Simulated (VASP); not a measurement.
# Ca (Pm-3m) in VASP: a series of runs, part 2 of 2

VASP 6.6.1. Earlier steps stand in the parts before.

## Step 4: Relaxation of cell and atoms, PBE

This run uses another cell than the first one, of 17.88 Å³/atom, 0.475 times its volume.

INCAR reads:

```
SYSTEM = Ca
ALGO     = Normal         ! electronic algorithm
EDIFF    = 1E-7           ! SCF threshold, eV
EDIFFG   = -0.01          ! ionic threshold
ENCUT    = 600            ! plane-wave cutoff, eV
GGA      = PE             ! functional
IBRION   = 2              ! ionic algorithm
ISIF     = 3              ! what is computed and relaxed
ISMEAR   = -1             ! smearing method
LASPH    = .True.         ! aspherical terms in the spheres
LCHARG   = .False.        ! write CHGCAR
LREAL    = .False.        ! projectors in reciprocal space
LWAVE    = .False.        ! write WAVECAR
NELM     = 100            ! most SCF steps
NSW      = 80             ! ionic steps
PREC     = Accurate       ! precision mode
SIGMA    = 0.05           ! smearing width, eV
```

KPOINTS reads:

```
k-points
0
Gamma
  8 8 8
  0 0 0
```

POSCAR reads:

```
Ca
1.0
    2.6150000000      0.0000000000      0.0000000000
    0.0000000000      2.6150000000      0.0000000000
    0.0000000000      0.0000000000      2.6150000000
Ca
1
Direct
    0.0000000000      0.0000000000      0.0000000000
```

Run with:

```
cat potpaw_PBE.64/Ca_sv/POTCAR > POTCAR
mpirun -np 1 vasp_std > vasp.out
```

Wall time 16 s (1 thread of Intel Xeon 6975P-C (Granite Rapids), shared host); peak memory 0.14 GiB.

It converged, with:

| Item | Value |
| --- | --- |
| Free energy | -1.5361 eV |
| Relaxed volume | 43.82 Å³/atom |
| Relaxed cell | a = 3.526 Å, b = 3.526 Å, c = 3.526 Å, α = 90.00°, β = 90.00°, γ = 90.00° |
| Space group after relaxing (to 0.05 Å) | Pm-3m (No. 221) |
| Energy gained by relaxing | 1747.2 meV/atom |
| Ionic steps | 5 |
| Pressure after relaxing | 0.0 GPa |
| Band gap on the k mesh | zero (band 5 reaches 2.41 eV, above the bottom of band 6 at 1.22 eV) |

Step by step:
```tsv
step	energy change (eV)	largest force (eV/Å)	pressure (GPa)	volume (Å³)
1	0.0000	0.0000	42.08	17.88
2	-1.6218	0.0000	4.79	33.00
3	-1.7200	0.0000	1.75	38.11
4	-1.7212	0.0000	-1.29	49.86
5	-1.7472	0.0000	-0.02	43.82
```

Final structure:
```
Ca
1.0
     3.52559    0.00000    0.00000
     0.00000    3.52559    0.00000
     0.00000    0.00000    3.52559
Ca
1
Direct
  0.00000 0.00000 0.00000
```

Levels at points of the mesh, in eV from the Fermi level:
```csv
k point,band 1,band 2,band 3,band 4,band 5,band 6,band 7,band 8,band 9
"(0.00, 0.00, 0.00)",-42.20,-23.09,-23.09,-23.09,-3.78,0.87,0.87,4.08,4.08
"(0.50, 0.00, 0.00)",-42.18,-23.30,-23.08,-23.08,-1.15,-0.46,1.36,2.88,2.88
"(0.50, 0.50, 0.00)",-42.17,-23.27,-23.27,-23.06,-0.30,0.94,2.35,2.35,3.16
"(0.50, 0.50, 0.50)",-42.15,-23.25,-23.25,-23.25,0.74,0.74,0.74,4.81,5.68
```

Caveat: the volume moved by over 15 % at a fixed basis, so the end points are rough; the volume moved by +145 % from the deposited cell, more than functionals usually miss. Zero-point motion and thermal expansion aren't in these numbers.

## Step 5: Relaxation of cell and atoms, PBE, target pressure 2 GPa, at which the enthalpy is minimised

This run uses another cell than the first one, of 17.88 Å³/atom, 0.475 times its volume.

INCAR reads:

```
SYSTEM = Ca
PREC = Accurate
ENCUT = 600
EDIFF = 1E-6
ISMEAR = -1
SIGMA = 0.05
LREAL = .FALSE.
LASPH = .TRUE.
NELM = 100
ALGO = Normal
ISIF = 3
LWAVE = .FALSE.
LCHARG = .FALSE.
GGA = PE
IBRION = 2
NSW = 80
EDIFFG = -0.01
PSTRESS = 20.0
```

KPOINTS reads:

```
regular mesh
0
G
  8 8 8
  0 0 0
```

POSCAR is that of step 4.

Potentials or basis: VASP PAW PBE potentials, release 64 (Ca_sv).

Run with:

```
cat potpaw_PBE.64/Ca_sv/POTCAR > POTCAR
mpirun -np 1 vasp_std > vasp.out
```

OUTCAR:

```text
SYSTEM = Ca
   PREC = Accurate
   ENCUT = 600
   EDIFF = 1E-6
   ISMEAR = -1
   LREAL = .FALSE.
   LASPH = .TRUE.
   NELM = 100
   ISIF = 3
   GGA = PE
   IBRION = 2
   NSW = 80
   EDIFFG = -0.01
   PSTRESS = 20.0

 ion  position               nearest neighbor table
   1  0.000  0.000  0.000-

  LATTYP: Found a simple cubic cell.
 ALAT       =     2.6150000000

  Lattice vectors:

 A1 = (   2.6150000000,   0.0000000000,   0.0000000000)
 A2 = (   0.0000000000,   2.6150000000,   0.0000000000)
 A3 = (   0.0000000000,   0.0000000000,   2.6150000000)

Analysis of symmetry for initial positions (statically):
=====================================================================
 Subroutine PRICEL returns:
 Original cell was already a primitive cell.

 Routine SETGRP: Setting up the symmetry group for a
 simple cubic supercell.

 Subroutine GETGRP returns: Found 48 space group operations
 (whereof 48 operations were pure point group operations)
 out of a pool of 48 trial point group operations.

The static configuration has the point symmetry O_h .

Analysis of symmetry for dynamics (positions and initial velocities):
=====================================================================
 Subroutine PRICEL returns:
 Original cell was already a primitive cell.

 Routine SETGRP: Setting up the symmetry group for a
 simple cubic supercell.

 Subroutine GETGRP returns: Found 48 space group operations
 (whereof 48 operations were pure point group operations)
 out of a pool of 48 trial point group operations.

The dynamic configuration has the point symmetry O_h .

 Subroutine INISYM returns: Found 48 space group operations
 (whereof 48 operations are pure point group operations),
 and found     1 'primitive' translations

----------------------------------------------------------------------------------------

                                     Primitive cell

  volume of cell :      17.8820

  direct lattice vectors                    reciprocal lattice vectors
     2.615000000  0.000000000  0.000000000     0.382409178  0.000000000  0.000000000
     0.000000000  2.615000000  0.000000000     0.000000000  0.382409178  0.000000000
     0.000000000  0.000000000  2.615000000     0.000000000  0.000000000  0.382409178
[... 90 lines left out ...]
   POTIM  = 0.5000    time-step for ionic-motion
   TEBEG  =    0.0;   TEEND  =   0.0 temperature during run
   PSTRESS=   20.0 pullay stress
   NELECT =      10.0000    total number of electrons
   NUPDOWN=      -1.0000    fix difference up-down
   EMIN   =  10.00;   EMAX   =-10.00  energy-range for DOS
   EFERMI =   0.00;   METHOD = LEGACY
   ISMEAR =    -1;   SIGMA  =   0.05  broadening in eV -4-tet -1-fermi 0-gaus
   EFERMI_NEDOS =   21; number of points for ismear=-14 and -15
   IALGO  =     38    algorithm
   IMIX   =      4    mixing-type and parameters
     AMIX     =   0.40;   BMIX     =  1.00
     AMIX_MAG =   1.60;   BMIX_MAG =  1.00
  volume/ion in A,a.u.               =      17.88       120.67
  Fermi-wavevector in a.u.,A,eV,Ry     =   1.348766  2.548797 24.751291  1.819169
  Thomas-Fermi vector in A             =   2.476408
   LORBIT       =      0    0 simple, 1 ext, 2 COOP (PROOUT), +10 PAW based schemes
   GGA     = PE    functional components
   LHFCALC =     F    Hartree Fock is set to
   AEXX    =    0.0000 exact exchange contribution
   IVDW    =     0    specifies the selected vdW correction
   LEPSILON=     F    determine dielectric tensor
   LRPA    =     F    only Hartree local field effects (RPA)
 conjugate gradient relaxation of ions
 non-spin polarized calculation
  energy-cutoff  :      600.00
  volume of cell :       17.88
 maximum number of plane-waves:       624
 NGX is ok and might be reduce to    24
   NGX = 11   NGY = 11   NGZ = 11

--------------------------------------- Ionic step        1  -------------------------------------------

 number of electron      10.0000000 magnetization

 Free energy of the ion-electron system (eV)
  ---------------------------------------------------
  ext. energy  EPLUGINS =         0.00000000
  ---------------------------------------------------
  free energy    TOTEN  =         0.21109659 eV

  energy without entropy =        0.21475364  energy(sigma->0) =        0.21292511

 E-fermi :   6.5844     XC(G=0): -10.9677

 val. band max:        6.5708901411   @ k =   0.5000   0.0000   0.0000
 cond. band min:       6.6981122032   @ k =   0.5000   0.1250   0.1250
 fundamental gap:      0.1272220621
 Fermi energy:         6.5844020093

 k-point     1 :       0.0000    0.0000    0.0000
  band No.  band energies     occupation
      1     -35.0075      2.00000
      2     -14.6423      2.00000
      3     -14.6423      2.00000
      4     -14.6423      2.00000
      5       2.2983      2.00000
      6       6.5619      1.22111
      7       6.5619      1.22110
      8      14.4125      0.00000
      9      14.4125      0.00000
[... 425 lines left out ...]
--------------------------------------- Ionic step        5  -------------------------------------------

 number of electron       9.9999997 magnetization

 Free energy of the ion-electron system (eV)
  ---------------------------------------------------
  ext. energy  EPLUGINS =         0.00000000
  ---------------------------------------------------
  free energy    TOTEN  =        -1.50286023 eV

  energy without entropy =       -1.49650997  energy(sigma->0) =       -1.49968510

 E-fermi :   2.2743     XC(G=0):  -8.0790

 val. band max:        2.2444956919   @ k =   0.5000   0.5000   0.2500
 cond. band min:       2.4069360740   @ k =   0.3750   0.3750   0.3750
 fundamental gap:      0.1624403822
 Fermi energy:         2.2742579615

 k-point     1 :       0.0000    0.0000    0.0000
  band No.  band energies     occupation
      1     -39.6355      2.00000
      2     -20.4808      2.00000
      3     -20.4808      2.00000
      4     -20.4808      2.00000
      5      -1.6956      2.00000
      6       3.1435      0.00000
      7       3.1435      0.00000
      8       6.8975      0.00000
      9       6.8975      0.00000
[... 308 lines left out ...]
  energy  without entropy=       -1.4965099664  energy(sigma->0) =       -1.49968510

  enthalpy is  TOTEN    =        -1.0336678141 eV   P V=        0.4691924150

 reached required accuracy - stopping structural energy minimisation
```

OSZICAR:

```text
N       E                     dE             d eps       ncg     rms          rms(c)
DAV:   1     0.705779083778E+02    0.70578E+02   -0.65231E+03   630   0.130E+03
DAV:   2     0.130557380685E+01   -0.69272E+02   -0.68267E+02   649   0.265E+02
DAV:   3     0.160875745612E+00   -0.11447E+01   -0.11408E+01   817   0.372E+01
[... 48 lines left out ...]
DAV:   3    -0.150265926002E+01    0.28370E-02   -0.23016E-02   864   0.135E+00    0.147E-01
DAV:   4    -0.150262981709E+01    0.29443E-04   -0.12857E-03   710   0.435E-01    0.546E-02
DAV:   5    -0.150286575105E+01   -0.23593E-03   -0.48027E-04   975   0.121E-01    0.175E-02
DAV:   6    -0.150286118386E+01    0.45672E-05   -0.49376E-06   625   0.214E-02    0.574E-03
DAV:   7    -0.150286022910E+01    0.95476E-06   -0.56916E-06   905   0.145E-02
   5 F= -.10336678E+01 E0= -.10304927E+01  d E =-.146799E+01
```

CONTCAR:

```text
Ca
   1.00000000000000
     3.3497355561053599   -0.0000000000000000   -0.0000000000000000
    -0.0000000000000000    3.3497355561053599   -0.0000000000000000
     0.0000000000000000   -0.0000000000000000    3.3497355561053599
  Ca
     1
Direct
     0.0000000000000000    0.0000000000000000    0.0000000000000000

  0.00000000E+00  0.00000000E+00  0.00000000E+00
```

Wall time 11 s (1 thread of Intel Xeon 6975P-C (Granite Rapids), shared host); peak memory 0.14 GiB.

What came out:

```
Free energy                                            : -1.5029 eV
Relaxed volume                                         : 37.59 Å³/atom
Relaxed cell                                           : a = 3.350 Å, b = 3.350 Å, c = 3.350 Å, α = 90.00°, β = 90.00°, γ = 90.00°
Space group after relaxing (to 0.05 Å)                 : Pm-3m (No. 221)
Energy change on relaxing (the enthalpy is what falls) : -1714.0 meV/atom
Ionic steps                                            : 5
Pressure after relaxing                                : 2.0 GPa
Band gap on the k mesh                                 : zero (band 5 reaches 2.94 eV, above the bottom of band 6 at 1.91 eV)
```

The path:
```tsv
step	energy change (eV)	largest force (eV/Å)	pressure (GPa)	volume (Å³)
1	0.0000	0.0000	42.07	17.88
2	-1.5938	0.0000	5.57	32.13
3	-1.6820	0.0000	3.00	35.51
4	-1.7077	0.0000	2.20	37.10
5	-1.7140	0.0000	1.98	37.59
```

Final structure:
```
CELL_PARAMETERS angstrom
3.34974 0.00000 0.00000
0.00000 3.34974 0.00000
0.00000 0.00000 3.34974
ATOMIC_POSITIONS crystal
Ca 0.00000 0.00000 0.00000
```

Caveat: the cell is relaxed towards a set pressure, so the enthalpy falls and the energy may rise; the volume moved by over 15 % at a fixed basis, so the end points are rough. Zero-point motion and thermal expansion aren't in these numbers.

## Step 6: Summary

| task | cell | cutoff (eV) | gap on the mesh (eV) | pressure (GPa) |
| --- | --- | --- | --- | --- |
| single point | a = 3.352 Å, 1 atom | 520 | none | 2.0 |
| single point | a = 3.535 Å, 1 atom | 520 | none | 0.0 |
| relaxation of cell and atoms | relaxed from a = 2.615 Å, 1 atom | 600 | none | 0.0 |
| relaxation of cell and atoms | relaxed to 2 GPa from a = 2.615 Å, 1 atom | 600 | none | 2.0 |

Alike in all rows: level PBE; potentials or basis VASP PAW PBE potentials, release 64 (Ca_sv); no spin polarisation; k mesh 8 × 8 × 8; smearing fermi-dirac 0.05 eV.

Caveats: the volume moved by over 15 % at a fixed basis, so the end points are rough (some runs); the volume moved by +145 % from the deposited cell, more than functionals usually miss (some runs); the cell is relaxed towards a set pressure, so the enthalpy falls and the energy may rise (some runs).

Total energies depend on the potentials used, so only differences within one code and one set of settings carry meaning.
